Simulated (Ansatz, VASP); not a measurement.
## Two plane-wave programs on BAs

```
B As
1.0
     0.00000    2.37178    2.37178
     2.37178    0.00000    2.37178
     2.37178    2.37178    0.00000
B As
1 1
Direct
  0.00000 0.00000 0.00000
  0.25000 0.25000 0.25000
```

Change from the starting cell: hydrostatic strain -0.8%.

Alike in both runs: task single point; functional r2SCAN; k mesh 10 × 10 × 10; no spin polarisation.

```csv
,VASP,Ansatz
version,VASP 6.6.1,Ansatz 0.2.0
potentials or method,"VASP PAW PBE potentials, release 64 (B, As)","plane waves, PAW"
plane-wave cutoff (eV),520,500
occupations,"gaussian, width 0.01 eV",fixed
valence electrons in the cell,8,18
```

```csv
,VASP,Ansatz,Ansatz less VASP
gap on the k mesh at the Fermi level (eV),1.35,1.35,+0.001
pressure (GPa),4.1,3.8,-0.31
```

VASP's potentials were made for PBE, not for r2SCAN. VASP's potentials hold 8 valence electrons a cell and Ansatz's 18, so a difference there can come from the potentials and not from the codes.
